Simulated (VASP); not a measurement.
Write the native input for VASP 6.6.1 that does the following.

- Task: single point
- Functional: r2SCAN
- Potentials or basis: VASP PAW PBE potentials, release 64 (Ga_d, Sb)
- Cutoff: 520 eV
- k mesh: 8 × 8 × 8
- Occupations: fermi-dirac, width 0.05 eV
- Spin: no spin polarisation
- Dipole correction: no
- Further INCAR settings: ALGO = Normal; EDIFF = 1e-06; NBANDS = 16

Crystal: GaSb.

```
Ga Sb
1.0
     4.23648    0.00000    0.00000
    -0.28448    4.22691    0.00000
    -0.85837   -3.15840    2.68988
Ga Sb
1 1
Direct
  0.00000 0.00000 0.00000
  0.50000 0.50000 0.00000
```

These files were run (other wordings do the same):

POSCAR

```
GaSb
1.0
    4.2364760000      0.0000000000      0.0000000000
   -0.2844838720      4.2269135105      0.0000000000
   -0.8583656977     -3.1583953935      2.6898839688
Ga Sb
1 1
Direct
    0.0000000000      0.0000000000      0.0000000000
    0.5000000000      0.5000000000      0.0000000000
```

INCAR.step1

```
  PREC = Accurate
  ENCUT = 520
  ISMEAR = -1
  SIGMA = 0.05
  LREAL = False
  LASPH = True
  NELM = 100
  NBANDS = 16
  GGA = PE
  ALGO = Normal
  EDIFF = 1E-4
  LWAVE = True
  LCHARG = False
```

INCAR.step2

```
  PREC = Accurate
  ENCUT = 520
  EDIFF = 1E-6
  ISMEAR = -1
  SIGMA = 0.05
  LREAL = False
  LASPH = True
  NELM = 100
  ALGO = Normal
  ISIF = 2
  LWAVE = False
  LCHARG = False
  METAGGA = R2SCAN
  LMIXTAU = True
  NBANDS = 16
  ISTART = 1
```

KPOINTS

```
Automatic mesh
0
Gamma
  8 8 8
```

Potentials or basis: VASP PAW PBE potentials, release 64 (Ga_d, Sb).

Launch:

```sh
$ cat potpaw_PBE.64/Ga_d/POTCAR potpaw_PBE.64/Sb/POTCAR > POTCAR
$ cp INCAR.step1 INCAR
$ mpirun -np 1 vasp_std > vasp.out
$ cp INCAR.step2 INCAR
$ mpirun -np 1 vasp_std > vasp.out
```

Results of the run:

```
Pressure               : -1.9 GPa
Band gap on the k mesh : zero (band 9 reaches 8.45 eV, above the bottom of band 10 at 3.97 eV)
```

Caveat: the PAW data sets were made with another functional, which shifts forces and pressure a little; spin-orbit coupling is left out, which moves the levels of the heavy elements.

Wall time 120 s on 1 thread of Intel(R) Xeon(R) Platinum 8488C (Sapphire Rapids) (shared host), peak memory 0.24 GiB.
